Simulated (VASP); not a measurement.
**Co: single point with r2SCAN**

The system is Co.

```
CELL_PARAMETERS angstrom
2.47056 0.00000 0.00000
-1.23528 2.13957 0.00000
0.00000 0.00000 8.08823
ATOMIC_POSITIONS crystal
Co 0.00000 0.00000 0.00000
Co 0.33333 0.66667 0.25000
Co 0.00000 0.00000 0.50000
Co 0.66667 0.33333 0.75000
```

- Program: VASP 6.6.1
- Task: single point
- Functional: r2SCAN
- Potentials or basis: VASP PAW PBE potentials, release 64 (Co)
- Cutoff: 660 eV
- k mesh: 9 × 9 × 2
- Occupations: gaussian, width 0.1 eV
- Spin: collinear spin, ferromagnetic start
- Starting moments: [3.0, 3.0, 3.0, 3.0] μB

```json
{
  "Pressure": "0.9 GPa",
  "Net moment": "7.27 μB per cell",
  "Site moments": "Co +1.86, +1.89 (each value once) μB",
  "Valence electrons inside the program's atomic spheres": "Co 8.33, 8.32 (each value once)"
}
```

Stress tensor (GPa, compression positive):
```
 1.53  0.00  0.00
 0.00  1.53  0.00
 0.00  0.00 -0.41
```

Levels at points of the mesh, in eV from the Fermi level:
Spin up:
| k point | band 18 | band 19 | band 20 | band 21 | band 22 | band 23 | band 24 | band 25 | band 26 | band 27 |
| --- | --- | --- | --- | --- | --- | --- | --- | --- | --- | --- |
| (0.00, 0.00, 0.00) | -2.45 | -2.45 | -2.07 | -2.07 | -1.67 | -1.67 | -0.52 | 6.02 | 14.99 | 15.01 |
| (0.00, 0.00, 0.50) | -2.61 | -2.43 | -2.43 | -1.84 | -1.84 | -1.84 | -1.84 | 9.20 | 9.20 | 21.36 |
Spin down:
| k point | band 10 | band 11 | band 12 | band 13 | band 14 | band 15 | band 16 | band 17 | band 18 | band 19 |
| --- | --- | --- | --- | --- | --- | --- | --- | --- | --- | --- |
| (0.00, 0.00, 0.00) | -1.04 | -1.04 | -1.01 | -0.88 | -0.88 | -0.81 | -0.81 | 0.50 | 0.50 | 0.71 |
| (0.00, 0.00, 0.50) | -1.04 | -1.04 | -1.04 | -0.93 | -0.93 | -0.93 | -0.93 | 0.64 | 0.64 | 0.64 |

Wall time 10 min on 1 thread of Intel Xeon 8259CL, on a shared host, peak memory 0.27 GiB.

Caveat: the k points lie up to 0.39 Å⁻¹ apart; the PAW data sets were made with another functional, which shifts forces and pressure a little.
